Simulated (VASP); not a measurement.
Ta, 1 atom in the cell. Symmetry: I4/mmm, No. 139, tetragonal system. The conventional cell has a = 3.280 Å, b = 3.280 Å, c = 3.444 Å, α = 90.00°, β = 90.00°, γ = 90.00°. Ta (site symmetry 4/mmm) has 14 Ta at 2.89 to 3.44 Å within 3.8 Å.  This cell differs from its parent crystal: normal strain along x +0.0000, normal strain along z +0.0500.

- Program: VASP 6.6.1
- Task: single point
- Functional: PBEsol
- Potentials or basis: VASP PAW PBE potentials, release 64 (Ta_pv)
- Cutoff: 520 eV
- k mesh: 20 × 20 × 20
- Occupations: gaussian, width 0.15 eV
- Spin: no spin polarisation
- Dipole correction: no
- Further INCAR settings: ALGO = Fast; EDIFF = 1e-06; NBANDS = 12

Potentials or basis: VASP PAW PBE potentials, release 64 (Ta_pv).

Launch:

```console
$ cat potpaw_PBE.64/Ta_pv/POTCAR > POTCAR
$ mpirun -np 1 vasp_std > vasp.out
```

Hardware: 1 thread of AMD EPYC 9R45 96-Core Processor (Zen 5) (shared host).

Question: How long does it take, and how much memory?

Answer: It took 85 s on 1 thread of AMD EPYC 9R45 96-Core Processor (Zen 5), on a shared host, peak memory 0.22 GiB. Counts: scf iterations 12, k points 641.
